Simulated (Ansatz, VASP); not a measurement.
# One calculation of MoS2, two programs

Contents of INCAR:

```
PREC = Accurate
ENCUT = 520
EDIFF = 1E-6
ISMEAR = 0
SIGMA = 0.05
LREAL = False
LASPH = True
NELM = 100
ALGO = Normal
ISIF = 2
LWAVE = False
LCHARG = True
GGA = PE
IVDW = 12
LELF = True
LVHAR = True
NBANDS = 35
```

Contents of KPOINTS:

```
regular mesh
0
Gamma
  12 12 4
```

File POSCAR:

```
MoS2
1.0
    3.2753000000      0.0000000000      0.0000000000
   -1.6376500000      2.8364930050      0.0000000000
    0.0000000000      0.0000000000     11.2249000000
Mo S
2 4
Direct
    0.6666666667      0.3333333333      0.2501439769
    0.3333333333      0.6666666667      0.7498560231
    0.3333333333      0.6666666667      0.3795985159
    0.6666666667      0.3333333333      0.8793132861
    0.3333333333      0.6666666667      0.1206867139
    0.6666666667      0.3333333333      0.6204014841
```

Input for Ansatz:

```yaml
crystal:
  lattice:
    - [3.2753, 0.0, 0.0]
    - [-1.63765, 2.836493005, 0.0]
    - [0.0, 0.0, 11.2249]
  atoms:
    - { symbol: Mo, position: [0.6666666667, 0.3333333333, 0.2501439769] }
    - { symbol: Mo, position: [0.3333333333, 0.6666666667, 0.7498560231] }
    - { symbol: S, position: [0.3333333333, 0.6666666667, 0.3795985159] }
    - { symbol: S, position: [0.6666666667, 0.3333333333, 0.8793132861] }
    - { symbol: S, position: [0.3333333333, 0.6666666667, 0.1206867139] }
    - { symbol: S, position: [0.6666666667, 0.3333333333, 0.6204014841] }
basis:
  ecutwfc: 420
kpoints:
  mp_grid: { grid: [12, 12, 4] }
hamiltonian:
  xc: pbe
  pseudopotentials: { kind: paw, azcp: { folder: soft_1 } }
  dispersion: d3bj
scf:
  occupations: { method: gaussian, width: 0.05 }
output:
  forces: true
  stress: true
  eigenvalues: true
```

Alike in both runs: task single point; functional PBE; dispersion D3(BJ); k mesh 12 × 12 × 4; occupations gaussian, width 0.05 eV; no spin polarisation.

|  | VASP | Ansatz |
| --- | --- | --- |
| version | VASP 6.6.1 | Ansatz 0.2.0 |
| potentials or method | VASP PAW PBE potentials, release 64 (Mo_sv, S), cutoff 520 eV | scalar-relativistic, plane waves, PAW |
| valence electrons in the cell | 52 | 52 |

Ansatz gave:

* gap on the k mesh at the Fermi level (eV): none
* pressure (GPa): 1.1
* traceless stress, the component that is largest in VASP (GPa): 13.67
* rms of the force components (eV/Å): 0.597

Question: Estimate VASP's values.

Answer: gap on the k mesh at the Fermi level (eV): none; pressure (GPa): 1.0; traceless stress, the component that is largest in VASP (GPa): 13.64; rms of the force components (eV/Å): 0.588.

Atom by atom the forces differ by 0.009 eV/Å (rms over components). A gap of «none» marks a metal or a gap that the smearing closes.
